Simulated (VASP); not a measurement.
Here is a VASP 6.6.1 calculation.

Contents of INCAR:

```
SYSTEM = Zr
PREC = Accurate ; ENCUT = 600
EDIFF = 1E-6 ; ISMEAR = -1
SIGMA = 0.08 ; LREAL = .False.
LASPH = .True. ; NELM = 60
ALGO = Normal ; ISIF = 3
LWAVE = .False. ; LCHARG = .False.
GGA = PS ; IBRION = 2
NSW = 60 ; EDIFFG = -0.005
PSTRESS = 2200.0
```

Contents of KPOINTS:

```
regular mesh
0
Gamma
  18 18 10
  0 0 0
```

Contents of POSCAR:

```
Zr
1.0
    2.5035908806      0.0000000000      0.0000000000
   -1.2517954403      2.1681733033      0.0000000000
    0.0000000000      0.0000000000      4.0558172266
Zr
2
Direct
    0.3333333333      0.6666666667      0.2500000000
    0.6666666667      0.3333333333      0.7500000000
```

Potentials or basis: VASP PAW PBE potentials, release 64 (Zr_sv).

Run with:

```console
$ cat potpaw_PBE.64/Zr_sv/POTCAR > POTCAR
$ mpirun -np 1 vasp_std > vasp.out
```

(1) What does it give for the space group after relaxing (to 0.1 Å)?

(2) Predict the relaxed volume.

(3) What does it give for the band gap on the k mesh?

Results:

(1) P6_3/mmc (No. 194).

(2) 11.07 Å³/atom.

(3) zero (bands 12 and 13 overlap by 1.88 eV).

Caveat: the cell is relaxed towards a set pressure, so the run minimises the enthalpy, not the energy; the PAW data sets were made with another functional, which shifts forces and pressure a little.
